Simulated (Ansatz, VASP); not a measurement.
# Two plane-wave programs on Cu3N

```
Cu N
1.0
     3.78937    0.00000    0.00000
     0.00000    3.78937    0.00000
     0.00000    0.00000    3.78937
Cu N
3 1
Direct
  0.50000 0.00000 0.00000
  0.00000 0.50000 0.00000
  0.00000 0.00000 0.50000
  0.00000 0.00000 0.00000
```

Alike in both runs: task single point; functional r2SCAN; k mesh 6 × 6 × 6; occupations fermi-dirac, width 0.02 eV; no spin polarisation.

|  | VASP | Ansatz |
| --- | --- | --- |
| version | VASP 6.6.1 | Ansatz 0.2.0 |
| potentials or method | VASP PAW PBE potentials, release 64 (Cu, N) | plane waves, PAW |
| plane-wave cutoff (eV) | 660 | 500 |
| valence electrons in the cell | 38 | 62 |

Ansatz gave:

| Quantity | Value |
| --- | --- |
| pressure (GPa) | 0.0 |

Problem. Estimate VASP's values.

Solution. Pressure (GPa): 0.7.

VASP's potentials were made for PBE, not for r2SCAN. The functional is the same, so the differences come from potentials, cutoffs and numerics. VASP's potentials hold 38 valence electrons a cell and Ansatz's 62, so a difference there can come from the potentials and not from the codes.
